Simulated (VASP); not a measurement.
# Cu (I4/mmm) in VASP: notebook

Cu is run at these levels: PBE; tasks: relaxation of shape and atoms at fixed volume, relaxation of cell and atoms.

All numbers are computed with VASP 6.6.1; they aren't measurements. Logs are shortened: lines on timing, memory, paths and dates and some standing lists are left out, and cuts for length are marked.

**1. The cell of the first run**

The typed cell holds 1 atom: a = 2.592 Å, b = 2.592 Å, c = 2.592 Å, α = 119.98°, β = 119.98°, γ = 90.03°.

**2. Relaxation of shape and atoms at fixed volume, PBE (volume scaled by 1.03)**

Input file INCAR:

```
SYSTEM = Cu
ALGO = Fast ; EDIFF = 1E-7
EDIFFG = -0.01 ; ENCUT = 600
GGA = PE ; IBRION = 2
ISIF = 4 ; ISMEAR = 0
LASPH = .True. ; LCHARG = .False.
LREAL = .False. ; LWAVE = .False.
NELM = 100 ; NSW = 50
PREC = Accurate ; SIGMA = 0.1
```

Input file KPOINTS:

```
k-points
0
Gamma
  30 30 30
  0 0 0
```

Input file POSCAR:

```
Cu
1.0
   -1.2961033645      1.2961033645      1.8320105231
    1.2961033645     -1.2961033645      1.8320105231
    1.2961033645      1.2961033645     -1.8320105231
Cu
1
Direct
    0.5000000000      0.5000000000      0.0000000000
```

Potentials or basis: VASP PAW PBE potentials, release 64 (Cu).

Started as:

```console
$ cat potpaw_PBE.64/Cu/POTCAR > POTCAR
$ mpirun -np 1 vasp_std > vasp.out
```

OUTCAR:

```text
SYSTEM = Cu
   EDIFF = 1E-7
   EDIFFG = -0.01
   ENCUT = 600
   GGA = PE
   IBRION = 2
   ISIF = 4
   ISMEAR = 0
   LASPH = .True.
   LREAL = .False.
   NELM = 100
   NSW = 50
   PREC = Accurate

 ion  position               nearest neighbor table
   1  0.500  0.500  0.000-

  LATTYP: Found a body centered tetragonal cell.
 ALAT       =     2.5922067290
 C/A-ratio  =     1.4134756326

  Lattice vectors:

 A1 = (  -1.2961033645,   1.2961033645,   1.8320105231)
 A2 = (   1.2961033645,  -1.2961033645,   1.8320105231)
 A3 = (   1.2961033645,   1.2961033645,  -1.8320105231)

Analysis of symmetry for initial positions (statically):
=====================================================================
 Subroutine PRICEL returns:
 Original cell was already a primitive cell.

 Routine SETGRP: Setting up the symmetry group for a
 body centered tetragonal supercell.

 Subroutine GETGRP returns: Found 16 space group operations
 (whereof 16 operations were pure point group operations)
 out of a pool of 16 trial point group operations.

The static configuration has the point symmetry D_4h.

Analysis of symmetry for dynamics (positions and initial velocities):
=====================================================================
 Subroutine PRICEL returns:
 Original cell was already a primitive cell.

 Routine SETGRP: Setting up the symmetry group for a
 body centered tetragonal supercell.

 Subroutine GETGRP returns: Found 16 space group operations
 (whereof 16 operations were pure point group operations)
 out of a pool of 16 trial point group operations.

The dynamic configuration has the point symmetry D_4h.

 Subroutine INISYM returns: Found 16 space group operations
 (whereof 16 operations are pure point group operations),
 and found     1 'primitive' translations

----------------------------------------------------------------------------------------

                                     Primitive cell

  volume of cell :      12.3103

  direct lattice vectors                    reciprocal lattice vectors
    -1.296103364  1.296103364  1.832010523     0.000000000  0.385771701  0.272924197
     1.296103364 -1.296103364  1.832010523     0.385771701  0.000000000  0.272924197
     1.296103364  1.296103364 -1.832010523     0.385771701  0.385771701  0.000000000

  length of vectors
     2.591530517  2.591530517  2.591530517     0.472554148  0.472554148  0.545563572

  position of ions in fractional coordinates (direct lattice)
     0.500000000  0.500000000  0.000000000

  ion indices of the primitive-cell ions
   primitive index   ion index
                 1           1

----------------------------------------------------------------------------------------

 KPOINTS: k-points

Automatic generation of k-mesh.
 Grid dimensions read from file:
 generate k-points for:   30   30   30

 Generating k-lattice:

  Cartesian coordinates                     Fractional coordinates (reciprocal lattice)
     0.000000000  0.012859057  0.009097473     0.033333333  0.000000000  0.000000000
     0.012859057  0.000000000  0.009097473     0.000000000  0.033333333  0.000000000
     0.012859057  0.012859057  0.000000000     0.000000000  0.000000000  0.033333333

  Length of vectors
     0.015751805  0.015751805  0.018185452

  Shift w.r.t. Gamma in fractional coordinates (k-lattice)
     0.000000000  0.000000000  0.000000000

 Subroutine IBZKPT returns following result:
 ===========================================

 Found   1992 irreducible k-points:

 Following reciprocal coordinates:
            Coordinates               Weight
  0.000000  0.000000  0.000000      1.000000
  0.033333  0.000000  0.000000      8.000000
  0.066667  0.000000  0.000000      8.000000
  0.100000 -0.000000  0.000000      8.000000
  0.133333 -0.000000  0.000000      8.000000
  0.166667  0.000000  0.000000      8.000000
[... 16 lines left out ...]
  0.233333  0.033333  0.000000     16.000000
  0.266667  0.033333  0.000000     16.000000
 [... further k-points ...]
   k-points           NKPTS =   1992   k-points in BZ     NKDIM =   1992   number of bands    NBANDS=      9
   number of dos      NEDOS =    301   number of ions     NIONS =      1
   total plane-waves  NPLWV =  13824
   dimension x,y,z NGX =    24 NGY =   24 NGZ =   24
   dimension x,y,z NGXF=    48 NGYF=   48 NGZF=   48
   ions per type =               1
   NGX,Y,Z   is equivalent  to a cutoff of  15.40, 15.40, 15.40 a.u.
   NGXF,Y,Z  is equivalent  to a cutoff of  30.79, 30.79, 30.79 a.u.
 SYSTEM =  Cu
   PREC   = accura    normal or accurate (medium, high low for compatibility)
   ISTART =      0    job   : 0-new  1-cont  2-samecut
   ICHARG =      2    charge: 1-file 2-atom 10-const
   ISPIN  =      1    spin polarized calculation?
   LNONCOLLINEAR =      F non collinear calculations
   LSORBIT =      F    spin-orbit coupling
   LASPH  =      T    aspherical Exc in radial PAW
   ENCUT  =  600.0 eV  44.10 Ry    6.64 a.u.   5.18  5.18  5.18*2*pi/ulx,y,z
   NELM   =    100;   NELMIN=  2; NELMDL= -5     # of ELM steps
   EDIFF  = 0.1E-06   stopping-criterion for ELM
   LREAL  =      F    real-space projection
   EDIFFG = -.1E-01   stopping-criterion for IOM
   NSW    =     50    number of steps for IOM
   IBRION =      2    ionic relax: 0-MD 1-quasi-New 2-CG
   NFREE  =      1    steps in history (QN), initial steepest desc. (CG)
   ISIF   =      4    stress and relaxation
   ISYM   =      2    0-nonsym 1-usesym 2-fastsym
   POTIM  = 0.5000    time-step for ionic-motion
   TEBEG  =    0.0;   TEEND  =   0.0 temperature during run
   PSTRESS=    0.0 pullay stress
   NELECT =      11.0000    total number of electrons
   NUPDOWN=      -1.0000    fix difference up-down
   EMIN   =  10.00;   EMAX   =-10.00  energy-range for DOS
   EFERMI =   0.00;   METHOD = LEGACY
   ISMEAR =     0;   SIGMA  =   0.10  broadening in eV -4-tet -1-fermi 0-gaus
   EFERMI_NEDOS =   21; number of points for ismear=-14 and -15
   IALGO  =     68    algorithm
   IMIX   =      4    mixing-type and parameters
     AMIX     =   0.40;   BMIX     =  1.00
     AMIX_MAG =   1.60;   BMIX_MAG =  1.00
  volume/ion in A,a.u.               =      12.31        83.07
  Fermi-wavevector in a.u.,A,eV,Ry     =   1.576824  2.979766 33.829186  2.486375
  Thomas-Fermi vector in A             =   2.677599
   LORBIT       =      0    0 simple, 1 ext, 2 COOP (PROOUT), +10 PAW based schemes
   GGA     = PE    functional components
   LHFCALC =     F    Hartree Fock is set to
   AEXX    =    0.0000 exact exchange contribution
   IVDW    =     0    specifies the selected vdW correction
   LEPSILON=     F    determine dielectric tensor
   LRPA    =     F    only Hartree local field effects (RPA)
 conjugate gradient relaxation of ions
 non-spin polarized calculation
 RMM-DIIS sequential band-by-band and
 Gauss-broadening in eV      SIGMA  =   0.10
  energy-cutoff  :      600.00
  volume of cell :       12.31
 maximum number of plane-waves:       428
 NGX is ok and might be reduce to    24
   NGX = 11   NGY = 11   NGZ = 11

 number of electron      11.0000001 magnetization

 Free energy of the ion-electron system (eV)
  ---------------------------------------------------
  ext. energy  EPLUGINS =         0.00000000
  ---------------------------------------------------
  free energy    TOTEN  =        -3.72578634 eV

  energy without entropy =       -3.72452436  energy(sigma->0) =       -3.72515535

 E-fermi :   7.1072     XC(G=0): -12.4874

 val. band max:        7.0973360141   @ k =  -0.3333  -0.3667   0.2000
 cond. band min:       7.1523492245   @ k =  -0.1333   0.4333   0.1000
 fundamental gap:      0.0550132104
 Fermi energy:         7.1071636536

 k-point     1 :       0.0000    0.0000    0.0000
  band No.  band energies     occupation
      1      -1.9576      2.00000
      2       4.1766      2.00000
      3       4.1766      2.00000
      4       4.1789      2.00000
      5       4.9466      2.00000
      6       4.9489      2.00000
      7      29.3435      0.00000
      8      31.6683      0.00000
      9      31.6691      0.00000

 k-point     2 :       0.0333    0.0000    0.0000
  band No.  band energies     occupation
      1      -1.9182      2.00000
      2       4.1691      2.00000
      3       4.1840      2.00000
      4       4.1856      2.00000
      5       4.9436      2.00000
      6       4.9459      2.00000
      7      29.2121      0.00000
      8      31.0010      0.00000
      9      31.5517      0.00000

 k-point     3 :       0.0667    0.0000    0.0000
  band No.  band energies     occupation
      1      -1.8005      2.00000
      2       4.1456      2.00000
      3       4.2051      2.00000
      4       4.2067      2.00000
      5       4.9356      2.00000
      6       4.9379      2.00000
      7      28.4468      0.00000
      8      30.2318      0.00000
      9      31.2536      0.00000

 k-point     4 :       0.1000   -0.0000    0.0000
  band No.  band energies     occupation
      1      -1.6057      2.00000
      2       4.1091      2.00000
      3       4.2369      2.00000
      4       4.2385      2.00000
      5       4.9257      2.00000
      6       4.9278      2.00000
      7      26.9076      0.00000
      8      29.9793      0.00000
      9      30.8515      0.00000

 k-point     5 :       0.1333   -0.0000    0.0000
  band No.  band energies     occupation
      1      -1.3365      2.00000
      2       4.0636      2.00000
      3       4.2735      2.00000
      4       4.2751      2.00000
      5       4.9190      2.00000
      6       4.9210      2.00000
      7      25.0944      0.00000
      8      29.8672      0.00000
      9      30.4637      0.00000

 k-point     6 :       0.1667    0.0000    0.0000
  band No.  band energies     occupation
      1      -0.9969      2.00000
      2       4.0153      2.00000
      3       4.3065      2.00000
      4       4.3083      2.00000
      5       4.9234      2.00000
      6       4.9251      2.00000
      7      23.3106      0.00000
      8      29.7344      0.00000
      9      30.0766      0.00000
[... 169 lines left out ...]
 k-point    21 :       0.1667    0.0333    0.0000
  band No.  band energies     occupation
      1      -0.8356      2.00000
      2       3.9879      2.00000
      3       4.3216      2.00000
      4       4.3263      2.00000
      5       4.8777      2.00000
      6       4.9808      2.00000
      7      22.7682      0.00000
      8      28.2248      0.00000
      9      30.5057      0.00000

 k-point    22 :       0.2000    0.0333    0.0000
  band No.  band energies     occupation
      1      -0.4134      2.00000
      2       3.9482      2.00000
      3       4.3322      2.00000
      4       4.3432      2.00000
      5       4.9022      2.00000
      6       5.0222      2.00000
      7      21.1000      0.00000
      8      27.9433      0.00000
      9      30.1528      0.00000

 k-point    23 :       0.2333    0.0333    0.0000
  band No.  band energies     occupation
      1       0.0577      2.00000
      2       3.9297      2.00000
      3       4.3250      2.00000
      4       4.3391      2.00000
      5       4.9545      2.00000
      6       5.0846      2.00000
      7      19.4779      0.00000
      8      27.6862      0.00000
      9      29.8417      0.00000

 k-point    24 :       0.2667    0.0333    0.0000
  band No.  band energies     occupation
      1       0.5575      2.00000
      2       3.9512      2.00000
      3       4.3029      2.00000
      4       4.3175      2.00000
      5       5.0295      2.00000
      6       5.1639      2.00000
      7      17.9117      0.00000
      8      27.5002      0.00000
      9      29.6835      0.00000

 [... further k-points ...]
[... 5 lines left out ...]
  --------------------------------------------------------------------------------------
  -------------------------------------------------------------------------------------
  Total       -0.2430983     -0.2430983     -0.2411711      0.0000000      0.0000000      0.0000000
  in kB      -31.6391865    -31.6391865    -31.3883533      0.0000000      0.0000000      0.0000000
  external PRESSURE =     -31.5555754 kB  Pullay stress =       0.0000000 kB

 VOLUME and BASIS-vectors are now :
 -----------------------------------------------------------------------------
  energy-cutoff  :      600.00
  volume of cell :       12.31
      direct lattice vectors                 reciprocal lattice vectors
    -1.296103364  1.296103364  1.832010523     0.000000000  0.385771701  0.272924197
     1.296103364 -1.296103364  1.832010523     0.385771701  0.000000000  0.272924197
     1.296103364  1.296103364 -1.832010523     0.385771701  0.385771701  0.000000000

 POSITION                                       TOTAL-FORCE (eV/Angst)
 -----------------------------------------------------------------------------------
      0.00000      0.00000      1.83201        -0.000000      0.000000      0.000000
 -----------------------------------------------------------------------------------
    total drift:                               -0.000000      0.000000      0.000000

  FREE ENERGIE OF THE ION-ELECTRON SYSTEM (eV)
  ---------------------------------------------------
  free  energy   TOTEN  =        -3.7257863353 eV

  energy  without entropy=       -3.7245243551  energy(sigma->0) =       -3.72515535

 reached required accuracy - stopping structural energy minimisation
```

It took 2.8 min on 1 thread of Intel Xeon 6975P-C (Granite Rapids), shared host; peak memory 0.41 GiB.

Results:

```
Free energy             : -3.7258 eV
Pressure after relaxing : -3.2 GPa
```

Final structure:
```
Cu
1.0
    -1.29610    1.29610    1.83201
     1.29610   -1.29610    1.83201
     1.29610    1.29610   -1.83201
Cu
1
Direct
  0.50000 0.50000 0.00000
```

Levels at points of the mesh, in eV from the Fermi level:
```csv
k point,band 2,band 3,band 4,band 5,band 6,band 7,band 8,band 9
"(0.00, 0.00, 0.00)",-2.93,-2.93,-2.93,-2.16,-2.16,22.24,24.56,24.56
"(0.50, 0.00, 0.00)",-2.96,-2.96,-1.63,-1.63,-0.91,3.53,20.75,21.40
"(0.50, 0.50, 0.00)",-4.24,-1.64,-1.49,-1.49,1.50,6.80,12.74,12.74
"(0.50, 0.50, 0.50)",-4.24,-1.64,-1.49,-1.49,1.51,6.81,12.73,12.73
```

Caveat: the relaxation stopped at its first step, so nothing moved.

**3. Relaxation of shape and atoms at fixed volume, PBE (volume scaled by 1.06)**

Input file INCAR:

```
SYSTEM = Cu
PREC = Accurate
ENCUT = 600
EDIFF = 1E-7
ISMEAR = 0
SIGMA = 0.1
LREAL = .False.
LASPH = .True.
NELM = 60
ALGO = Fast
ISIF = 4
LWAVE = .False.
LCHARG = .False.
GGA = PE
IBRION = 2
NSW = 50
EDIFFG = -0.01
```

Input file KPOINTS:

```
Automatic mesh
0
Gamma
  30 30 30
  0 0 0
```

Input file POSCAR:

```
Cu
1.0
   -1.3085666614      1.3085666614      1.8496270896
    1.3085666614     -1.3085666614      1.8496270896
    1.3085666614      1.3085666614     -1.8496270896
Cu
1
Direct
    0.5000000000      0.5000000000      0.0000000000
```

Potentials or basis: VASP PAW PBE potentials, release 64 (Cu).

Started as:

```console
$ cat potpaw_PBE.64/Cu/POTCAR > POTCAR
$ mpirun -np 1 vasp_std > vasp.out
```

Run time: 2.7 min. Hardware: 1 thread of Intel Xeon 6975P-C (Granite Rapids), shared host; peak memory 0.42 GiB.

Results (log left out):

```yaml
Free_energy: -3.7148 eV
Pressure_after_relaxing: -6.4 GPa
```

Final structure:
```yaml
crystal:
  lattice:
    - [-1.30857, 1.30857, 1.84963]
    - [1.30857, -1.30857, 1.84963]
    - [1.30857, 1.30857, -1.84963]
  atoms:
    - { symbol: Cu, position: [0.50000, 0.50000, 0.00000] }
```

Levels at points of the mesh, in eV from the Fermi level:
```
           k point  band 2  band 3  band 4  band 5  band 6  band 7  band 8  band 9
(0.00, 0.00, 0.00)   -2.85   -2.85   -2.85   -2.11   -2.11   22.00   24.11   24.11
(0.50, 0.00, 0.00)   -2.88   -2.88   -1.60   -1.60   -0.83    3.39   20.53   20.98
(0.50, 0.50, 0.00)   -4.10   -1.62   -1.47   -1.47    1.52    6.60   12.53   12.53
(0.50, 0.50, 0.50)   -4.10   -1.62   -1.47   -1.47    1.53    6.62   12.52   12.52
```

Caveat: the relaxation stopped at its first step, so nothing moved.

[end of part 1 of 2]
